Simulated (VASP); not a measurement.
# AlPt (Pm-3m) in VASP: a series of runs

The runs below take AlPt through single point, with LDA.

Everything below comes from runs of VASP 6.6.1. Logs are shortened: lines on timing, memory, paths and dates and some standing lists are left out, and cuts for length are marked.

## (1) The cell of the first run

Symmetry: Pm-3m, No. 221, cubic system. Conventional cell: a = 3.035 Å, b = 3.035 Å, c = 3.035 Å, α = 90.00°, β = 90.00°, γ = 90.00°. Within 3.5 Å of Al (site symmetry m-3m) lie 8 Pt at 2.63 Å and 6 Al at 3.03 Å. Within 3.5 Å of Pt (site symmetry m-3m) lie 8 Al at 2.63 Å and 6 Pt at 3.03 Å.

## (2) Single point, LDA

INCAR

```
SYSTEM = AlPt
ALGO = Normal
EDIFF = 1E-6
ENCUT = 520
ISIF = 2
ISMEAR = 1
LASPH = .True.
LCHARG = .True.
LELF = .True.
LREAL = .False.
LVHAR = .True.
LWAVE = .False.
NBANDS = 14
NELM = 60
PREC = Accurate
SIGMA = 0.2
```

KPOINTS

```
k-points
0
Gamma
  7 7 7
  0 0 0
```

POSCAR

```
AlPt
1.0
    3.0349406750      0.0000000000      0.0000000000
    0.0000000000      3.0349406750      0.0000000000
    0.0000000000      0.0000000000      3.0349406750
Al Pt
1 1
Direct
    0.0000000000      0.0000000000      0.0000000000
    0.5000000000      0.5000000000      0.5000000000
```

Potentials or basis: VASP PAW LDA potentials, release 64 (Al, Pt).

Command:

```bash
cat potpaw_LDA.64/Al/POTCAR potpaw_LDA.64/Pt/POTCAR > POTCAR
mpirun -np 1 vasp_std > vasp.out
```

OUTCAR:

```text
SYSTEM = AlPt
   EDIFF = 1E-6
   ENCUT = 520
   ISIF = 2
   ISMEAR = 1
   LASPH = .True.
   LREAL = .False.
   NELM = 60
   PREC = Accurate

 ion  position               nearest neighbor table
   1  0.000  0.000  0.000-   2 2.63   2 2.63   2 2.63   2 2.63   2 2.63   2 2.63   2 2.63   2 2.63

   2  0.500  0.500  0.500-   1 2.63   1 2.63   1 2.63   1 2.63   1 2.63   1 2.63   1 2.63   1 2.63

  LATTYP: Found a simple cubic cell.
 ALAT       =     3.0349406750

  Lattice vectors:

 A1 = (   3.0349406750,   0.0000000000,   0.0000000000)
 A2 = (   0.0000000000,   3.0349406750,   0.0000000000)
 A3 = (   0.0000000000,   0.0000000000,   3.0349406750)

Analysis of symmetry for initial positions (statically):
=====================================================================
 Subroutine PRICEL returns:
 Original cell was already a primitive cell.

 Routine SETGRP: Setting up the symmetry group for a
 simple cubic supercell.

 Subroutine GETGRP returns: Found 48 space group operations
 (whereof 48 operations were pure point group operations)
 out of a pool of 48 trial point group operations.

The static configuration has the point symmetry O_h .

Analysis of symmetry for dynamics (positions and initial velocities):
=====================================================================
 Subroutine PRICEL returns:
 Original cell was already a primitive cell.

 Routine SETGRP: Setting up the symmetry group for a
 simple cubic supercell.

 Subroutine GETGRP returns: Found 48 space group operations
 (whereof 48 operations were pure point group operations)
 out of a pool of 48 trial point group operations.

The dynamic configuration has the point symmetry O_h .

 Subroutine INISYM returns: Found 48 space group operations
 (whereof 48 operations are pure point group operations),
 and found     1 'primitive' translations

----------------------------------------------------------------------------------------

                                     Primitive cell

  volume of cell :      27.9544

  direct lattice vectors                    reciprocal lattice vectors
     3.034940675  0.000000000  0.000000000     0.329495732  0.000000000  0.000000000
     0.000000000  3.034940675  0.000000000     0.000000000  0.329495732  0.000000000
     0.000000000  0.000000000  3.034940675     0.000000000  0.000000000  0.329495732

  length of vectors
     3.034940675  3.034940675  3.034940675     0.329495732  0.329495732  0.329495732

  position of ions in fractional coordinates (direct lattice)
     0.000000000  0.000000000  0.000000000
     0.500000000  0.500000000  0.500000000

  ion indices of the primitive-cell ions
   primitive index   ion index
                 1           1
                 2           2

----------------------------------------------------------------------------------------

 KPOINTS: k-points

Automatic generation of k-mesh.
 Grid dimensions read from file:
 generate k-points for:    7    7    7

 Generating k-lattice:

  Cartesian coordinates                     Fractional coordinates (reciprocal lattice)
     0.047070819  0.000000000  0.000000000     0.142857143  0.000000000  0.000000000
     0.000000000  0.047070819  0.000000000     0.000000000  0.142857143  0.000000000
     0.000000000  0.000000000  0.047070819     0.000000000  0.000000000  0.142857143

  Length of vectors
     0.047070819  0.047070819  0.047070819

  Shift w.r.t. Gamma in fractional coordinates (k-lattice)
     0.000000000  0.000000000  0.000000000

 Subroutine IBZKPT returns following result:
 ===========================================

 Found     20 irreducible k-points:

 Following reciprocal coordinates:
            Coordinates               Weight
  0.000000  0.000000  0.000000      1.000000
  0.142857  0.000000  0.000000      6.000000
  0.285714  0.000000  0.000000      6.000000
  0.428571  0.000000  0.000000      6.000000
  0.142857  0.142857  0.000000     12.000000
  0.285714  0.142857  0.000000     24.000000
[... 12 lines left out ...]
  0.428571  0.428571  0.285714     24.000000
  0.428571  0.428571  0.428571      8.000000
   k-points           NKPTS =     20   k-points in BZ     NKDIM =     20   number of bands    NBANDS=     14
   number of dos      NEDOS =    301   number of ions     NIONS =      2
   total plane-waves  NPLWV =  13824
   dimension x,y,z NGX =    24 NGY =   24 NGZ =   24
   dimension x,y,z NGXF=    48 NGYF=   48 NGZF=   48
   ions per type =               1   1
   NGX,Y,Z   is equivalent  to a cutoff of  13.15, 13.15, 13.15 a.u.
   NGXF,Y,Z  is equivalent  to a cutoff of  26.29, 26.29, 26.29 a.u.
 SYSTEM =  AlPt
   PREC   = accura    normal or accurate (medium, high low for compatibility)
   ISTART =      0    job   : 0-new  1-cont  2-samecut
   ICHARG =      2    charge: 1-file 2-atom 10-const
   ISPIN  =      1    spin polarized calculation?
   LNONCOLLINEAR =      F non collinear calculations
   LSORBIT =      F    spin-orbit coupling
   LASPH  =      T    aspherical Exc in radial PAW
   ENCUT  =  520.0 eV  38.22 Ry    6.18 a.u.   5.64  5.64  5.64*2*pi/ulx,y,z
   NELM   =     60;   NELMIN=  2; NELMDL= -5     # of ELM steps
   EDIFF  = 0.1E-05   stopping-criterion for ELM
   LREAL  =      F    real-space projection
   EDIFFG = 0.1E-04   stopping-criterion for IOM
   NSW    =      0    number of steps for IOM
   IBRION =     -1    ionic relax: 0-MD 1-quasi-New 2-CG
   NFREE  =      0    steps in history (QN), initial steepest desc. (CG)
   ISIF   =      2    stress and relaxation
   ISYM   =      2    0-nonsym 1-usesym 2-fastsym
   POTIM  = 0.5000    time-step for ionic-motion
   TEBEG  =    0.0;   TEEND  =   0.0 temperature during run
   PSTRESS=    0.0 pullay stress
   NELECT =      13.0000    total number of electrons
   NUPDOWN=      -1.0000    fix difference up-down
   EMIN   =  10.00;   EMAX   =-10.00  energy-range for DOS
   EFERMI =   0.00;   METHOD = LEGACY
   ISMEAR =     1;   SIGMA  =   0.20  broadening in eV -4-tet -1-fermi 0-gaus
   EFERMI_NEDOS =   21; number of points for ismear=-14 and -15
   IALGO  =     38    algorithm
   IMIX   =      4    mixing-type and parameters
     AMIX     =   0.40;   BMIX     =  1.00
     AMIX_MAG =   1.60;   BMIX_MAG =  1.00
  volume/ion in A,a.u.               =      13.98        94.32
  Fermi-wavevector in a.u.,A,eV,Ry     =   1.268350  2.396834 21.887848  1.608711
  Thomas-Fermi vector in A             =   2.401449
   LORBIT       =      0    0 simple, 1 ext, 2 COOP (PROOUT), +10 PAW based schemes
   GGA     = CA    functional components
   LHFCALC =     F    Hartree Fock is set to
   AEXX    =    0.0000 exact exchange contribution
   IVDW    =     0    specifies the selected vdW correction
   LEPSILON=     F    determine dielectric tensor
   LRPA    =     F    only Hartree local field effects (RPA)
 non-spin polarized calculation
 Methfessel and Paxton  Order N= 1 SIGMA  =   0.20
  energy-cutoff  :      520.00
  volume of cell :       27.95
 maximum number of plane-waves:       764
 NGX is ok and might be reduce to    24
   NGX = 11   NGY = 11   NGZ = 11

 number of electron      13.0000001 magnetization

 Free energy of the ion-electron system (eV)
  ---------------------------------------------------
  ext. energy  EPLUGINS =         0.00000000
  ---------------------------------------------------
  free energy    TOTEN  =       -13.62111407 eV

  energy without entropy =      -13.62075783  energy(sigma->0) =      -13.62099532

 E-fermi :  11.6977     XC(G=0): -12.5568

 val. band max:       11.4146057989   @ k =   0.2857   0.0000   0.0000
 cond. band min:      11.8066956521   @ k =   0.4286   0.2857   0.2857
 fundamental gap:      0.3920898532
 Fermi energy:        11.6976714512

 k-point     1 :       0.0000    0.0000    0.0000
  band No.  band energies     occupation
      1      -0.5930      2.00000
      2       5.4374      2.00000
      3       5.4374      2.00000
      4       8.6701      2.00000
      5       8.6701      2.00000
      6       8.6701      2.00000
      7      15.3688     -0.00000
      8      15.3688     -0.00000
      9      15.3688     -0.00000
     10      20.7544      0.00000
     11      20.7544      0.00000
     12      21.6901      0.00000
     13      29.4063      0.00000
     14      29.4063      0.00000

 k-point     2 :       0.1429    0.0000    0.0000
  band No.  band energies     occupation
      1      -0.2060      2.00000
      2       5.5460      2.00000
      3       5.5713      2.00000
      4       8.3055      2.00000
      5       8.3055      2.00000
      6       8.7099      2.00000
      7      13.6173     -0.00000
      8      16.0516      0.00000
      9      16.0516      0.00000
     10      20.0092      0.00000
     11      21.2729      0.00000
     12      23.6974      0.00000
     13      27.8733      0.00000
     14      27.8733      0.00000

 k-point     3 :       0.2857    0.0000    0.0000
  band No.  band energies     occupation
      1       0.8866      2.00000
      2       5.5756      2.00000
      3       5.8067      2.00000
      4       7.6337      2.00000
      5       7.6337      2.00000
      6       8.8011      2.00000
      7      11.4146      2.06240
      8      17.6713      0.00000
      9      17.6713      0.00000
     10      18.6109      0.00000
     11      21.7040      0.00000
     12      25.1457      0.00000
     13      25.1457      0.00000
     14      26.8687      0.00000
[... 256 lines left out ...]
 k-point    19 :       0.4286    0.4286    0.2857
  band No.  band energies     occupation
      1       4.0721      2.00000
      2       5.2167      2.00000
      3       5.3232      2.00000
      4       7.7008      2.00000
      5       9.4016      2.00000
      6      10.0366      2.00000
      7      12.1480     -0.00652
      8      13.5076     -0.00000
      9      14.3596     -0.00000
     10      17.8093      0.00000
     11      19.2151      0.00000
     12      20.0879      0.00000
     13      22.7492      0.00000
     14      29.9885      0.00000

 k-point    20 :       0.4286    0.4286    0.4286
  band No.  band energies     occupation
      1       4.4658      2.00000
      2       4.7694      2.00000
      3       4.7694      2.00000
      4       9.5535      2.00000
      5       9.5535      2.00000
      6      11.2060      2.00279
      7      12.6848     -0.00000
      8      13.6029     -0.00000
      9      13.6029     -0.00000
     10      17.2131      0.00000
     11      18.1589      0.00000
     12      18.1589      0.00000
     13      19.7350      0.00000
     14      33.5325      0.00000

------------------------ aborting loop because EDIFF is reached ----------------------------------------

  FORCE on cell =-STRESS in cart. coord.  units (eV):
  Direction    XX          YY          ZZ          XY          YZ          ZX
  --------------------------------------------------------------------------------------
  -------------------------------------------------------------------------------------
  Total        0.2126198      0.2126198      0.2126198      0.0000000      0.0000000     -0.0000000
  in kB       12.1860719     12.1860719     12.1860719      0.0000000      0.0000000     -0.0000000
  external PRESSURE =      12.1860719 kB  Pullay stress =       0.0000000 kB

 VOLUME and BASIS-vectors are now :
 -----------------------------------------------------------------------------
  energy-cutoff  :      520.00
  volume of cell :       27.95
      direct lattice vectors                 reciprocal lattice vectors
     3.034940675  0.000000000  0.000000000     0.329495732  0.000000000  0.000000000
     0.000000000  3.034940675  0.000000000     0.000000000  0.329495732  0.000000000
     0.000000000  0.000000000  3.034940675     0.000000000  0.000000000  0.329495732

 POSITION                                       TOTAL-FORCE (eV/Angst)
 -----------------------------------------------------------------------------------
      0.00000      0.00000      0.00000         0.000000      0.000000      0.000000
      1.51747      1.51747      1.51747         0.000000      0.000000      0.000000
 -----------------------------------------------------------------------------------
    total drift:                                0.000000     -0.000000     -0.000000

  FREE ENERGIE OF THE ION-ELECTRON SYSTEM (eV)
  ---------------------------------------------------
  free  energy   TOTEN  =       -13.6211140656 eV

  energy  without entropy=      -13.6207578261  energy(sigma->0) =      -13.62099532
```

It took 3.1 s on 1 thread of Intel Xeon 6975P-C, shared host; peak memory 0.13 GiB.

What came out:

| Property | Result |
| --- | --- |
| Free energy | -13.6211 eV |
| Pressure | 1.2 GPa |

Levels at points of the mesh, in eV from the Fermi level:
```csv
k point,band 2,band 3,band 4,band 5,band 6,band 7,band 8,band 9,band 10,band 11
"(0.00, 0.00, 0.00)",-6.26,-6.26,-3.03,-3.03,-3.03,3.67,3.67,3.67,9.06,9.06
```

Caveat: spin-orbit coupling is left out, which moves the levels of the heavy elements.

## (3) Single point, LDA

This run uses another cell than the first one, of 14.01 Å³/atom, 1.003 times its volume.

INCAR

```
SYSTEM = AlPt
PREC     = Accurate       ! precision mode
ENCUT    = 520            ! plane-wave cutoff, eV
EDIFF    = 1E-6           ! SCF threshold, eV
ISMEAR   = 1              ! smearing method
SIGMA    = 0.2            ! smearing width, eV
LREAL    = .False.        ! projectors in reciprocal space
LASPH    = .True.         ! aspherical terms in the spheres
NELM     = 80             ! most SCF steps
ALGO     = Normal         ! electronic algorithm
ISIF     = 2              ! what is computed and relaxed
LWAVE    = .False.        ! write WAVECAR
LCHARG   = .False.        ! write CHGCAR
GGA      = CA             ! functional
NBANDS   = 14             ! bands
```

KPOINTS

```
Automatic mesh
0
Gamma
  7 7 7
  0 0 0
```

POSCAR

```
AlPt
1.0
    3.0375877311      0.0000000000      0.0000000000
    0.0000000000      3.0375877311      0.0000000000
    0.0000000000      0.0000000000      3.0375877311
Al Pt
1 1
Direct
    0.0000000000      0.0000000000      0.0000000000
    0.5000000000      0.5000000000      0.5000000000
```

Potentials or basis: VASP PAW LDA potentials, release 64 (Al, Pt).

Command:

```bash
cat potpaw_LDA.64/Al/POTCAR potpaw_LDA.64/Pt/POTCAR > POTCAR
mpirun -np 1 vasp_std > vasp.out
```

It took 2.2 s on 1 thread of Intel Xeon 6975P-C, shared host; peak memory 0.13 GiB.

It converged, with:

```yaml
Free_energy: -13.6216 eV
Pressure: 0.6 GPa
```

Levels at points of the mesh, in eV from the Fermi level:
| k point | band 4 | band 5 | band 6 | band 7 | band 8 | band 9 |
| --- | --- | --- | --- | --- | --- | --- |
| (0.00, 0.00, 0.00) | -3.02 | -3.02 | -3.02 | 3.67 | 3.67 | 3.67 |

Caveat: spin-orbit coupling is left out, which moves the levels of the heavy elements.
